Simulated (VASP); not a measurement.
Wanted: the native input for a VASP 6.6.1 run.

```yaml
Task: single point
Functional: r2SCAN
Potentials_or_basis: VASP PAW PBE potentials, release 64 (Ba_sv)
Cutoff: 520 eV
k_mesh: 8 × 8 × 9
Occupations: fermi-dirac, width 0.1 eV
Spin: no spin polarisation
Dipole_correction: no
Further_INCAR_settings: ALGO = Normal; EDIFF = 1e-07; NBANDS = 11
```

The system is Ba.

```
Ba
1.0
     3.99965    0.00000    0.00000
     0.00000    3.99965    0.00000
     0.00000    0.00000    3.60554
Ba
1
Direct
  0.50000 0.50000 0.50000
```

These files were run (other wordings do the same):

POSCAR

```
Ba
1.0
    3.9996500000      0.0000000000      0.0000000000
    0.0000000000      3.9996500000      0.0000000000
    0.0000000000      0.0000000000      3.6055400000
Ba
1
Direct
    0.5000000000      0.5000000000      0.5000000000
```

INCAR.step1

```
PREC = Accurate ; ENCUT = 520
ISMEAR = -1 ; SIGMA = 0.1
LREAL = F ; LASPH = T
NELM = 60 ; NBANDS = 11
GGA = PE ; ALGO = Normal
EDIFF = 1E-4 ; LWAVE = T
LCHARG = F
```

INCAR.step2

```
PREC = Accurate ; ENCUT = 520
EDIFF = 1E-7 ; ISMEAR = -1
SIGMA = 0.1 ; LREAL = F
LASPH = T ; NELM = 60
ALGO = Normal ; ISIF = 2
LWAVE = F ; LCHARG = F
METAGGA = R2SCAN ; LMIXTAU = T
NBANDS = 11 ; ISTART = 1
```

KPOINTS

```
Automatic mesh
0
Gamma
  8 8 9
```

Potentials or basis: VASP PAW PBE potentials, release 64 (Ba_sv).

Launch:

```console
$ cat potpaw_PBE.64/Ba_sv/POTCAR > POTCAR
$ cp INCAR.step1 INCAR
$ mpirun -np 1 vasp_std > vasp.out
$ cp INCAR.step2 INCAR
$ mpirun -np 1 vasp_std > vasp.out
```

It gave:

```json
{
  "Pressure": "0.6 GPa",
  "Band gap on the k mesh": "zero (band 5 reaches 1.96 eV, above the bottom of band 6 at 1.64 eV)"
}
```

Caveat: the PAW data sets were made with another functional, which shifts forces and pressure a little; spin-orbit coupling is left out, which moves the levels of the heavy elements.

It took 120 s on 1 thread of AMD EPYC 7R13 Processor (Zen 3) (shared host), peak memory 0.17 GiB.
